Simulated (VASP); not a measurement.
# Si (Fd-3m) in VASP: vibrations by perturbation theory with LDA

Aim: the vibrations by perturbation theory of Si with LDA.

Program: VASP 6.6.1. These are calculated values, not measurements. Logs are shortened: lines on timing, memory, paths and dates and some standing lists are left out, and cuts for length are marked.

### 1 The cell of the first run

Symmetry: Fd-3m, No. 227, cubic system. The conventional cell has a = 5.402 Å, b = 5.402 Å, c = 5.402 Å, α = 90.00°, β = 90.00°, γ = 90.00°. Si (site symmetry -43m) has 4 Si at 2.34 Å within 3.1 Å.

### 2 Vibrations by perturbation theory, LDA

Contents of INCAR:

```
PREC = Accurate
ENCUT = 520
EDIFF = 1E-8
ISMEAR = 0
SIGMA = 0.01
LREAL = F
LASPH = T
NELM = 100
ALGO = Normal
ISIF = 2
LWAVE = F
LCHARG = F
NBANDS = 11
IBRION = 8
NSW = 1
LEPSILON = T
```

Contents of KPOINTS:

```
Automatic mesh
0
Gamma
  12 12 12
```

Contents of POSCAR:

```
Si
1.0
    0.0000000000      2.7008304894      2.7008304894
    2.7008304894      0.0000000000      2.7008304894
    2.7008304894      2.7008304894      0.0000000000
Si
2
Direct
    0.5000000000      0.5000000000      0.5000000000
    0.7500000000      0.7500000000      0.7500000000
```

Potentials or basis: VASP PAW LDA potentials, release 64 (Si).

Started as:

```bash
> cat potpaw_LDA.64/Si/POTCAR > POTCAR
> mpirun -np 1 vasp_std > vasp.out
```

OUTCAR:

```text
PREC = Accurate
   ENCUT = 520
   EDIFF = 1E-8
   ISMEAR = 0
   LREAL = F
   LASPH = T
   NELM = 100
   ISIF = 2
   IBRION = 8
   NSW = 1
   LEPSILON = T

 ion  position               nearest neighbor table
   1  0.500  0.500  0.500-   2 2.34   2 2.34   2 2.34   2 2.34
   2  0.750  0.750  0.750-   1 2.34   1 2.34   1 2.34   1 2.34

  LATTYP: Found a face centered cubic cell.
 ALAT       =     5.4016609788

  Lattice vectors:

 A1 = (   0.0000000000,   2.7008304894,   2.7008304894)
 A2 = (   2.7008304894,   0.0000000000,   2.7008304894)
 A3 = (   2.7008304894,   2.7008304894,   0.0000000000)

Analysis of symmetry for initial positions (statically):
=====================================================================
 Subroutine PRICEL returns:
 Original cell was already a primitive cell.

 Routine SETGRP: Setting up the symmetry group for a
 face centered cubic supercell.

 Subroutine GETGRP returns: Found 48 space group operations
 (whereof 24 operations were pure point group operations)
 out of a pool of 48 trial point group operations.

The static configuration has the point symmetry T_d .
 The point group associated with its full space group is O_h .

Analysis of symmetry for dynamics (positions and initial velocities):
=====================================================================
 Subroutine PRICEL returns:
 Original cell was already a primitive cell.

 Routine SETGRP: Setting up the symmetry group for a
 face centered cubic supercell.

 Subroutine GETGRP returns: Found 48 space group operations
 (whereof 24 operations were pure point group operations)
 out of a pool of 48 trial point group operations.

The dynamic configuration has the point symmetry T_d .
 The point group associated with its full space group is O_h .

 Subroutine INISYM returns: Found 48 space group operations
 (whereof 24 operations are pure point group operations),
 and found     1 'primitive' translations

----------------------------------------------------------------------------------------

                                     Primitive cell

  volume of cell :      39.4023

  direct lattice vectors                    reciprocal lattice vectors
     0.000000000  2.700830489  2.700830489    -0.185128242  0.185128242  0.185128242
     2.700830489  0.000000000  2.700830489     0.185128242 -0.185128242  0.185128242
     2.700830489  2.700830489  0.000000000     0.185128242  0.185128242 -0.185128242

  length of vectors
     3.819551108  3.819551108  3.819551108     0.320651521  0.320651521  0.320651521

  position of ions in fractional coordinates (direct lattice)
     0.500000000  0.500000000  0.500000000
     0.750000000  0.750000000  0.750000000

  ion indices of the primitive-cell ions
   primitive index   ion index
                 1           1
                 2           2

----------------------------------------------------------------------------------------

 KPOINTS: Automatic mesh

Automatic generation of k-mesh.
 Grid dimensions read from file:
[... 481 lines left out ...]

 HEAD OF MICROSCOPIC STATIC DIELECTRIC TENSOR (INDEPENDENT PARTICLE, excluding Hartree and local field effects)
 ------------------------------------------------------
          14.226956     0.000000    -0.000000
           0.000000    14.226956     0.000000
          -0.000000    -0.000000    14.226956
 ------------------------------------------------------

 Free energy of the ion-electron system (eV)
  ---------------------------------------------------
  ---------------------------------------------------
  free energy    TOTEN  =        -1.43446146 eV

  energy without entropy =       -1.43446146

------------------------ aborting loop because EDIFF is reached ----------------------------------------

--------------------------------------- Ionic step        2  -------------------------------------------

------------------------ aborting loop because EDIFF is reached ----------------------------------------

--------------------------------------- Ionic step        3  -------------------------------------------

------------------------ aborting loop because EDIFF is reached ----------------------------------------

 PIEZOELECTRIC TENSOR FIELD DIRECTION 3  (e Angst)
 -----------------------------------------------------------------------------
     0.00120 -0.00000  0.00000           (  0.00000 -0.00000  0.00000)
     0.00000  0.00120  0.00000           ( -0.00000  0.00000  0.00000)
     0.00000  0.00000 -0.00714           (  0.00000  0.00000  0.00000)

 PIEZOELECTRIC TENSOR FIELD DIRECTION 3  (C/m^2)
 -----------------------------------------------------------------------------
     0.00049 -0.00000  0.00000
     0.00000  0.00049  0.00000
     0.00000  0.00000 -0.00290

--------------------------------------- Ionic step        4  -------------------------------------------

 Free energy of the ion-electron system (eV)
  ---------------------------------------------------
  ---------------------------------------------------
  free energy    TOTEN  =        -0.01772638 eV

  energy without entropy =       -0.01772638

------------------------ aborting loop because EDIFF is reached ----------------------------------------

 INTERNAL STRAIN TENSOR  FOR ION    1  DIRECTION 1   (eV/Angst):
 -----------------------------------------------------------------------------
    -0.00675  0.00000  0.00000
     0.00000  0.00411  9.67242
     0.00000  9.67242  0.00411

 MACROSCOPIC STATIC DIELECTRIC TENSOR (including local field effects in DFT)
 ------------------------------------------------------
          13.431973     0.000000     0.000000
           0.000000    13.431973    -0.000000
           0.000000    -0.000000    13.431973
 ------------------------------------------------------

 PIEZOELECTRIC TENSOR (including local field effects)  for field in x, y, z        (e  Angst)
          XX          YY          ZZ          XY          YZ          ZX
  --------------------------------------------------------------------------------
  x     0.00000     0.00000     0.00000    -0.00000     0.00000     0.00000
  y     0.00000     0.00000     0.00000     0.00000     0.00000    -0.00000
  z     0.00000     0.00000    -0.00000     0.00000    -0.00000    -0.00000

 PIEZOELECTRIC TENSOR (including local field effects)  for field in x, y, z        (C/m^2)
          XX          YY          ZZ          XY          YZ          ZX
  --------------------------------------------------------------------------------
  x     0.00000     0.00000     0.00000    -0.00000     0.00000     0.00000
  y     0.00000     0.00000     0.00000     0.00000     0.00000    -0.00000
  z     0.00000     0.00000    -0.00000     0.00000    -0.00000    -0.00000

 BORN EFFECTIVE CHARGES (including local field effects) (in |e|, cummulative output)
 ---------------------------------------------------------------------------------
 ion    1
    1    -0.00000    -0.00000    -0.00000
    2    -0.00000     0.00000    -0.00000
    3     0.00000    -0.00000     0.00000
 ion    2
    1     0.00000     0.00000     0.00000
    2     0.00000    -0.00000     0.00000
    3    -0.00000     0.00000    -0.00000

 INTERNAL STRAIN TENSOR FOR ION    2 for displacements in x,y,z  (eV/Angst):
          X           Y           Z          XY          YZ          ZX
  --------------------------------------------------------------------------------
  x     0.00000    -0.00000    -0.00000     0.00000    -9.67242     0.00000
  y     0.00000     0.00000     0.00000     0.00000     0.00000    -9.67242
  z    -0.00000    -0.00000     0.00000    -9.67242     0.00000     0.00000

 SECOND DERIVATIVES (NOT SYMMETRIZED)
 ------------------------------------
               1X          1Y          1Z          2X          2Y          2Z
  1X   -13.597800    0.000000    0.000000   13.597800    0.000000    0.000000
  1Y     0.000000  -13.597800    0.000000    0.000000   13.597800    0.000000
  1Z     0.000000    0.000000  -13.597800    0.000000    0.000000   13.597800
  2X    13.597800    0.000000    0.000000  -13.597800    0.000000    0.000000
  2Y     0.000000   13.597800    0.000000    0.000000  -13.597800    0.000000
  2Z     0.000000    0.000000   13.597800    0.000000    0.000000  -13.597800

 Eigenvectors and eigenvalues of the dynamical matrix
 ----------------------------------------------------

   1 f  =   15.383772 THz    96.659089 2PiTHz  513.147393 cm-1    63.622139 meV
             X         Y         Z           dx          dy          dz
      2.700830  2.700830  2.700830     0.000000   -0.707107    0.000000
      4.051246  4.051246  4.051246     0.000000    0.707107    0.000000
[... 21 lines left out ...]
   6 f  =    0.000000 THz     0.000000 2PiTHz    0.000000 cm-1     0.000000 meV
             X         Y         Z           dx          dy          dz
      2.700830  2.700830  2.700830     0.000000    0.000000    0.707107
      4.051246  4.051246  4.051246     0.000000    0.000000    0.707107

--------------------------------------------------------------------------------------------------------

 MACROSCOPIC STATIC DIELECTRIC TENSOR IONIC CONTRIBUTION
 ------------------------------------------------------
           0.000000     0.000000    -0.000000
           0.000000     0.000000    -0.000000
          -0.000000    -0.000000     0.000000
 ------------------------------------------------------

 ELASTIC MODULI CONTR FROM IONIC RELAXATION (kBar)
 Direction    XX          YY          ZZ          XY          YZ          ZX
 --------------------------------------------------------------------------------
 XX          -0.0000     -0.0000      0.0000     -0.0000      0.0000      0.0000
 YY          -0.0000     -0.0000     -0.0000     -0.0000     -0.0000      0.0000
 ZZ           0.0000     -0.0000     -0.0000      0.0000     -0.0000      0.0000
 XY          -0.0000     -0.0000      0.0000   -279.7630      0.0000      0.0000
 YZ           0.0000     -0.0000     -0.0000      0.0000   -279.7630      0.0000
 ZX           0.0000      0.0000      0.0000      0.0000      0.0000   -279.7630
 --------------------------------------------------------------------------------

 PIEZOELECTRIC TENSOR IONIC CONTR  for field in x, y, z        (C/m^2)
          XX          YY          ZZ          XY          YZ          ZX
  --------------------------------------------------------------------------------
  x     0.00000    -0.00000    -0.00000    -0.00000    -0.00000    -0.00000
  y    -0.00000    -0.00000    -0.00000    -0.00000    -0.00000     0.00000
  z     0.00000     0.00000    -0.00000     0.00000     0.00000    -0.00000
```

It took 9.4 min on 1 thread of Intel Xeon 8259CL, shared host; peak memory 0.35 GiB.

What came out:

```
Electronic dielectric tensor (diagonal) : 13.43
Born charges (mean of the diagonal)     : Si +0.00 e
Highest phonon frequency at Γ           : 513 cm⁻¹
```

Phonon frequencies in cm⁻¹ (negative: imaginary):
```tsv
q point	frequencies
(0.000, 0.000, 0.000)	0 0 0 513 513 513
```

Electronic dielectric tensor:
```
13.43  0.00  0.00
 0.00 13.43  0.00
 0.00  0.00 13.43
```

Born effective charge tensors (e):
atom 1, Si
```
0.00 0.00 0.00
0.00 0.00 0.00
0.00 0.00 0.00
```
atom 2, Si
```
0.00 0.00 0.00
0.00 0.00 0.00
0.00 0.00 0.00
```
